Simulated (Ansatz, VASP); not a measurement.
Two plane-wave programs on Ca5GeN2

```
Ca Ge N
1.0
    -2.38645    2.38645    7.80879
     2.38645   -2.38645    7.80879
     2.38645    2.38645   -7.80879
Ca Ge N
5 1 2
Cartesian
  0.0000 0.0000 7.8088
  0.0000 2.3865 5.5822
  2.3865 0.0000 5.5822
  2.3865 0.0000 2.2266
  0.0000 2.3865 2.2266
  0.0000 0.0000 0.0000
  0.0000 0.0000 10.2601
  0.0000 0.0000 5.3575
```

Change from the starting cell: species swapped into the YAl2Pd5 type (I4/mmm, No. 139).

Alike in both runs: functional PBE; k mesh 4 × 4 × 4; occupations gaussian, width 0.15 eV; no spin polarisation.

Ansatz relaxed the structure, and its values are those at the end. VASP's run is a single point on that final structure, the one shown.

|  | VASP | Ansatz |
| --- | --- | --- |
| version | VASP 6.6.1 | Ansatz 0.2.0 |
| potentials or method | VASP PAW PBE potentials, release 64 (Ca_sv, Ge_d, N), cutoff 520 eV | scalar-relativistic, plane waves, PAW |
| valence electrons in the cell | 74 | 74 |

|  | VASP | Ansatz | Ansatz less VASP |
| --- | --- | --- | --- |
| gap on the k mesh at the Fermi level (eV) | 0.33 | 0.34 | +0.003 |
| least direct gap on the mesh (eV) | 0.33 | 0.34 | +0.003 |
| pressure (GPa) | 0.5 | 0.2 | -0.22 |
| rms of the force components (eV/Å) | 0.006 | 0.006 | +0.0003 |

The k mesh is coarse, so the values compare programs but aren't converged.
